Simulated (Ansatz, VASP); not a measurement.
Two plane-wave programs on TiS2

Contents of INCAR:

```
SYSTEM = TiS2
PREC     = Accurate       ! precision mode
ENCUT    = 500            ! plane-wave cutoff, eV
EDIFF    = 1E-7           ! SCF threshold, eV
ISMEAR   = 0              ! smearing method
SIGMA    = 0.1            ! smearing width, eV
LREAL    = .FALSE.        ! projectors in reciprocal space
LASPH    = .TRUE.         ! aspherical terms in the spheres
NELM     = 120            ! most SCF steps
ALGO     = Normal         ! electronic algorithm
ISIF     = 3              ! what is computed and relaxed
LWAVE    = .FALSE.        ! write WAVECAR
LCHARG   = .FALSE.        ! write CHGCAR
IBRION   = 2              ! ionic algorithm
NSW      = 100            ! ionic steps
EDIFFG   = -0.002         ! ionic threshold
GGA_COMPAT= .FALSE.      
NELMIN   = 4
```

KPOINTS

```
regular mesh
0
G
  15 15 8
  0 0 0
```

POSCAR

```
TiS2
1.0
    3.4120000000      0.0000000000      0.0000000000
   -1.7060000000      2.9548786777      0.0000000000
    0.0000000000      0.0000000000      5.6950000000
Ti S
1 2
Direct
    0.0000000000      0.0000000000      0.0000000000
    0.3333333333      0.6666666667      0.2500000000
    0.6666666667      0.3333333333      0.7500000000
```

Input for Ansatz:

```yaml
crystal:
  lattice:
    - [3.412, 0.0, 0.0]
    - [-1.706, 2.9548786777, 0.0]
    - [0.0, 0.0, 5.695]
  atoms:
    - { symbol: Ti, position: [0.0, 0.0, 0.0] }
    - { symbol: S, position: [0.3333333333, 0.6666666667, 0.25] }
    - { symbol: S, position: [0.6666666667, 0.3333333333, 0.75] }
basis:
  ecutwfc: 420
kpoints:
  mp_grid: { grid: [15, 15, 8] }
hamiltonian:
  xc: lda
scf:
  occupations: { method: gaussian, width: 0.1 }
output:
  forces: true
  stress: true
  eigenvalues: true
  write_density: true
  write_potential: true
  elf: true
  volumetric_format: npy
relax:
  adjacent_minimum: "off"
  f_tol: 0.002
  max_steps: 80
  cell: { stress_tol: 0.02 }
```

Alike in both runs: task relaxation of cell and atoms; functional LDA; k mesh 15 × 15 × 8; occupations gaussian, width 0.1 eV; no spin polarisation.

```csv
,VASP,Ansatz
version,VASP 6.6.1,Ansatz 0.2.0
potentials or method,"VASP PAW LDA potentials, release 64 (Ti_sv, S), cutoff 500 eV","scalar-relativistic, plane waves, PAW"
valence electrons in the cell,24,24
```

Ansatz gave:

| Quantity | Value |
| --- | --- |
| gap on the k mesh at the Fermi level, each at its own relaxed structure (eV) | none |
| relaxed volume (Å³/atom) | 17.28 |
| relaxed cell length with the largest relative difference (Å) | 5.447 |

Which values does VASP return?

gap on the k mesh at the Fermi level, each at its own relaxed structure (eV): none; relaxed volume (Å³/atom): 17.27; relaxed cell length with the largest relative difference (Å): 5.446.

LDA's correlation is that of Perdew and Zunger in VASP and of Perdew and Wang (1992) in Ansatz. A gap of «none» marks a metal or a gap that the smearing closes.
